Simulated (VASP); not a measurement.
**WC: single point with PBE**

Crystal: WC.

```xyz
2
Lattice="2.9005 0.0000 0.0000 -1.4503 2.5119 0.0000 0.0000 0.0000 3.0553" Properties=species:S:1:pos:R:3 pbc="T T T"
W     0.0000    0.0000    0.0000
C     1.4503    0.8373    1.5277
```

This cell differs from its parent crystal: strain +0.000 along x and y, +0.080 along z.

```yaml
Program: VASP 6.6.1
Task: single point
Functional: PBE
Potentials_or_basis: VASP PAW PBE potentials, release 64 (W_sv, C)
Cutoff: 520 eV
k_mesh: 18 × 18 × 16
Occupations: gaussian, width 0.15 eV
Spin: no spin polarisation
```

* Pressure: -19.5 GPa
* Band gap on the k mesh: zero (bands 9 and 10 overlap by 0.93 eV)

Stress tensor (GPa, compression positive):
```
 -2.82   0.00   0.00
  0.00  -2.82   0.00
  0.00   0.00 -52.79
```

Levels at points of the mesh, in eV from the Fermi level:
```csv
k point,band 5,band 6,band 7,band 8,band 9,band 10,band 11,band 12,band 13,band 14
"(0.00, 0.00, 0.00)",-13.88,-4.13,-2.55,-2.55,-0.61,2.85,2.85,4.96,4.96,6.51
"(0.50, 0.00, 0.00)",-10.51,-6.56,-4.04,-3.31,0.05,1.90,4.56,5.11,6.06,8.45
"(0.00, 0.00, 0.50)",-10.62,-8.36,-1.13,-1.13,-0.56,-0.56,2.06,4.65,4.65,9.42
"(0.50, 0.00, 0.50)",-10.76,-6.07,-4.20,-3.42,-0.02,4.19,4.44,5.87,8.33,9.18
```

It took 100 s on 1 thread of Intel Xeon 8259CL, with other jobs on the host, peak memory 0.24 GiB.

Caveat: the cell differs from its parent crystal (strain +0.000 along x and y, +0.080 along z); the cell stands under tension; spin-orbit coupling is left out, which moves the levels of the heavy elements.
